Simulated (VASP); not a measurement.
A run of VASP 6.6.1 is set up as follows.

INCAR

```
  PREC = Accurate
  ENCUT = 520
  EDIFF = 1E-7
  ISMEAR = 0
  SIGMA = 0.1
  LREAL = False
  LASPH = True
  NELM = 150
  ALGO = Normal
  ISIF = 2
  LWAVE = False
  LCHARG = False
  ISPIN = 2
  MAGMOM = 1 1
  LORBIT = 11
  LMAXMIX = 4
  GGA = PS
  NBANDS = 20
```

File KPOINTS:

```
Automatic mesh
0
Gamma
  4 18 6
```

File POSCAR:

```
Ir
1.0
   12.2384552500      0.0000000000      0.0000000000
    0.0000000000      2.2334312600      0.0000000000
    0.0000000000      0.0000000000      7.1930008000
Ir
2
Direct
    0.2500000000      0.0000000000      0.1639884000
    0.7500000000      0.0000000000      0.8360116000
```

Potentials or basis: VASP PAW PBE potentials, release 64 (Ir).

Command:

```sh
$ cat potpaw_PBE.64/Ir/POTCAR > POTCAR
$ mpirun -np 1 vasp_std > vasp.out
```

(1) Estimate the pressure.

(2) Estimate the site moments.

## Answers

(1) 0.7 GPa.

(2) Ir +0.53 μB.

Caveat: the PAW data sets were made with another functional, which shifts forces and pressure a little.
